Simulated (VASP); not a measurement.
# Li (P6_3/mmc) in VASP: density of states with PBEsol

Aim: the density of states of Li with PBEsol.

All numbers are computed with VASP 6.6.1; they aren't measurements. Logs are shortened: lines on timing, memory, paths and dates and some standing lists are left out, and cuts for length are marked.

## Step 1: The cell of the first run

The structure is hexagonal, space group P6_3/mmc (No. 194). Conventional cell: a = 2.308 Å, b = 2.308 Å, c = 3.773 Å, α = 90.00°, β = 90.00°, γ = 120.00°. Li (site symmetry -6m2) has 12 Li at 2.31 Å within 3.1 Å.

## Step 2: Density of states, PBEsol (volume scaled by 0.43)

File POSCAR:

```
Li
1.0
    2.3077956410      0.0000000000      0.0000000000
   -1.1538978205      1.9986096519      0.0000000000
    0.0000000000      0.0000000000      3.7727182542
Li
2
Direct
    0.3333333333      0.6666666667      0.2500000000
    0.6666666667      0.3333333333      0.7500000000
```

File INCAR.step1:

```
SYSTEM = Li
ALGO = Normal ; EDIFF = 1E-7
ENCUT = 520 ; GGA = PS
ISIF = 2 ; ISMEAR = -1
LASPH = .True. ; LCHARG = .True.
LREAL = .False. ; LWAVE = .False.
NBANDS = 10 ; NELM = 80
PREC = Accurate ; SIGMA = 0.1
```

File KPOINTS.step1:

```
k-points
0
Gamma
  14 14 8
  0 0 0
```

File INCAR.step2:

```
SYSTEM = Li
ALGO = Normal ; EDIFF = 1E-7
ENCUT = 520 ; GGA = PS
ICHARG = 11 ; ISIF = 2
ISMEAR = -5 ; LASPH = .True.
LCHARG = .False. ; LORBIT = 11
LREAL = .False. ; LWAVE = .False.
NBANDS = 10 ; NEDOS = 2001
NELM = 80 ; PREC = Accurate
SIGMA = 0.1
```

File KPOINTS.step2:

```
k-points
0
Gamma
  21 21 12
  0 0 0
```

Potentials or basis: VASP PAW PBE potentials, release 64 (Li_sv).

Launch:

```bash
cat potpaw_PBE.64/Li_sv/POTCAR > POTCAR
cp INCAR.step1 INCAR
cp KPOINTS.step1 KPOINTS
mpirun -np 1 vasp_std > vasp.out
cp INCAR.step2 INCAR
cp KPOINTS.step2 KPOINTS
mpirun -np 1 vasp_std > vasp.out
```

OUTCAR:

```text
SYSTEM = Li
   EDIFF = 1E-7
   ENCUT = 520
   GGA = PS
   ICHARG = 11
   ISIF = 2
   ISMEAR = -5
   LASPH = .True.
   LORBIT = 11
   LREAL = .False.
   NELM = 80
   PREC = Accurate

 ion  position               nearest neighbor table
   1  0.333  0.667  0.250-   2 2.31   2 2.31   2 2.31   2 2.31   2 2.31   2 2.31
   2  0.667  0.333  0.750-   1 2.31   1 2.31   1 2.31   1 2.31   1 2.31   1 2.31

  LATTYP: Found a hexagonal cell.
 ALAT       =     2.3077956410
 C/A-ratio  =     1.6347713754

  Lattice vectors:

 A1 = (   2.3077956410,   0.0000000000,   0.0000000000)
 A2 = (  -1.1538978205,   1.9986096519,   0.0000000000)
 A3 = (   0.0000000000,   0.0000000000,   3.7727182542)

Analysis of symmetry for initial positions (statically):
=====================================================================
 Subroutine PRICEL returns:
 Original cell was already a primitive cell.

 Routine SETGRP: Setting up the symmetry group for a
 hexagonal supercell.

 Subroutine GETGRP returns: Found 24 space group operations
 (whereof 12 operations were pure point group operations)
 out of a pool of 24 trial point group operations.

The static configuration has the point symmetry D_3d.
 The point group associated with its full space group is D_6h.

Analysis of symmetry for dynamics (positions and initial velocities):
=====================================================================
 Subroutine PRICEL returns:
 Original cell was already a primitive cell.

 Routine SETGRP: Setting up the symmetry group for a
 hexagonal supercell.

 Subroutine GETGRP returns: Found 24 space group operations
 (whereof 12 operations were pure point group operations)
 out of a pool of 24 trial point group operations.

The dynamic configuration has the point symmetry D_3d.
 The point group associated with its full space group is D_6h.

 Subroutine INISYM returns: Found 24 space group operations
 (whereof 12 operations are pure point group operations),
 and found     1 'primitive' translations

----------------------------------------------------------------------------------------

                                     Primitive cell

  volume of cell :      17.4012

  direct lattice vectors                    reciprocal lattice vectors
     2.307795641  0.000000000  0.000000000     0.433313931  0.250173914  0.000000000
    -1.153897820  1.998609652  0.000000000     0.000000000  0.500347829  0.000000000
     0.000000000  0.000000000  3.772718254     0.000000000  0.000000000  0.265060875

  length of vectors
     2.307795641  2.307795641  3.772718254     0.500347829  0.500347829  0.265060875

  position of ions in fractional coordinates (direct lattice)
[... 98 lines left out ...]
   IALGO  =     38    algorithm
   IMIX   =      4    mixing-type and parameters
     AMIX     =   0.40;   BMIX     =  1.00
     AMIX_MAG =   1.60;   BMIX_MAG =  1.00
  volume/ion in A,a.u.               =       8.70        58.71
  Fermi-wavevector in a.u.,A,eV,Ry     =   1.147974  2.169356 17.930357  1.317844
  Thomas-Fermi vector in A             =   2.284651
   LORBIT       =     11    0 simple, 1 ext, 2 COOP (PROOUT), +10 PAW based schemes
   GGA     = PS    functional components
   LHFCALC =     F    Hartree Fock is set to
   AEXX    =    0.0000 exact exchange contribution
   IVDW    =     0    specifies the selected vdW correction
   LEPSILON=     F    determine dielectric tensor
   LRPA    =     F    only Hartree local field effects (RPA)
 non-spin polarized calculation
 Fermi weights with tetrahedron method with Bloechl corrections
  energy-cutoff  :      520.00
  volume of cell :       17.40
 maximum number of plane-waves:       494
 NGX is ok and might be reduce to    18

 number of electron       5.9999988 magnetization

 Free energy of the ion-electron system (eV)
  ---------------------------------------------------
  ext. energy  EPLUGINS =         0.00000000
  ---------------------------------------------------
  free energy    TOTEN  =        -2.12273735 eV

  energy without entropy =       -2.12273735  energy(sigma->0) =       -2.12273735

 E-fermi :   4.0282     XC(G=0):  -9.4438

 val. band max:        4.0746644215   @ k =   0.4286   0.1429   0.0000
 cond. band min:       3.9505433414   @ k =   0.2381   0.1905   0.5000
 fundamental gap:     -0.1241210800
 Fermi energy:         4.0281610184

 k-point     1 :       0.0000    0.0000    0.0000
  band No.  band energies     occupation
      1     -41.0874      2.00000
      2     -40.7240      2.00000
      3       0.0683      2.00000
      4       3.4150      2.00000
      5      11.2764      0.00000
      6      25.9364      0.00000
      7      25.9365      0.00000
      8      28.2528      0.00000
      9      28.2528      0.00000
     10      29.5116      0.00000
[... 287 lines left out ...]
 k-point    24 :       0.1905    0.0952    0.0000
  band No.  band energies     occupation
      1     -40.9184      2.00000
      2     -40.6548      2.00000
      3       1.1081      2.00000
      4       5.7631      0.00000
      5      10.1582      0.00000
      6      17.2878      0.00000
      7      20.4200      0.00000
      8      24.5715      0.00000
      9      26.2400      0.00000
     10      27.7477      0.00000

 [... further k-points ...]

------------------------ aborting loop because EDIFF is reached ----------------------------------------

  FORCE on cell =-STRESS in cart. coord.  units (eV):
  Direction    XX          YY          ZZ          XY          YZ          ZX
  --------------------------------------------------------------------------------------
  -------------------------------------------------------------------------------------
  Total        5.0512497      5.0512497      5.1068767      0.0000000     -0.0000000      0.0000000
  in kB      465.0821975    465.0821976    470.2039313      0.0000000     -0.0000000      0.0000000
  external PRESSURE =     466.7894421 kB  Pullay stress =       0.0000000 kB

 VOLUME and BASIS-vectors are now :
 -----------------------------------------------------------------------------
  energy-cutoff  :      520.00
  volume of cell :       17.40
      direct lattice vectors                 reciprocal lattice vectors
     2.307795641  0.000000000  0.000000000     0.433313931  0.250173914  0.000000000
    -1.153897820  1.998609652  0.000000000     0.000000000  0.500347829  0.000000000
     0.000000000  0.000000000  3.772718254     0.000000000  0.000000000  0.265060875

 POSITION                                       TOTAL-FORCE (eV/Angst)
 -----------------------------------------------------------------------------------
     -0.00000      1.33241      0.94318         0.000000     -0.000000      0.000000
      1.15390      0.66620      2.82954        -0.000000      0.000000      0.000000
 -----------------------------------------------------------------------------------
    total drift:                               -0.000000      0.000000      0.000000

  FREE ENERGIE OF THE ION-ELECTRON SYSTEM (eV)
  ---------------------------------------------------
  free  energy   TOTEN  =        -2.1227373465 eV

  energy  without entropy=       -2.1227373465  energy(sigma->0) =       -2.12273735

 total charge

# of ion       s       p       d       tot
------------------------------------------
    1        2.090   0.165   0.000   2.255
    2        2.090   0.165   0.000   2.255
--------------------------------------------------
tot          4.179   0.331   0.000   4.510
```

OSZICAR.step1:

```text
N       E                     dE             d eps       ncg     rms          rms(c)
DAV:   1     0.219590296634E+02    0.21959E+02   -0.33176E+03  2440   0.655E+02
DAV:   2    -0.988587453525E+00   -0.22948E+02   -0.21463E+02  3352   0.114E+02
DAV:   3    -0.201896697601E+01   -0.10304E+01   -0.10180E+01  3308   0.255E+01
DAV:   4    -0.204977399212E+01   -0.30807E-01   -0.30747E-01  3266   0.258E+00
DAV:   5    -0.204987709376E+01   -0.10310E-03   -0.10310E-03  2994   0.170E-01    0.174E+00
DAV:   6    -0.209655606388E+01   -0.46679E-01   -0.15890E-02  2616   0.810E-01    0.112E+00
DAV:   7    -0.213494897677E+01   -0.38393E-01   -0.65716E-02  2448   0.150E+00    0.103E-01
DAV:   8    -0.213520945041E+01   -0.26047E-03   -0.14879E-03  3222   0.306E-01    0.331E-02
DAV:   9    -0.213520263098E+01    0.68194E-05   -0.91223E-05  2690   0.109E-01    0.351E-03
DAV:  10    -0.213520911139E+01   -0.64804E-05   -0.21786E-05  2748   0.428E-02    0.421E-03
DAV:  11    -0.213520852797E+01    0.58343E-06   -0.83612E-07  3408   0.820E-03    0.309E-04
DAV:  12    -0.213520858457E+01   -0.56606E-07   -0.22746E-08  2318   0.145E-03
   1 F= -.21352086E+01 E0= -.21232994E+01  d E =-.238184E-01
```

Wall time 20 s (1 thread of Intel Xeon 6975P-C (Granite Rapids), shared host); peak memory 0.16 GiB.

What came out:

* Valence electrons inside the program's atomic spheres: Li 2.25

Caveat: the cutoff is under 1.25 times the usual one of these potentials, so pressure, stress and relaxed cells hold a basis-set (Pulay) error; the PAW data sets were made with another functional, which shifts forces and pressure a little; tetrahedron occupations give inexact forces and stress in metals.
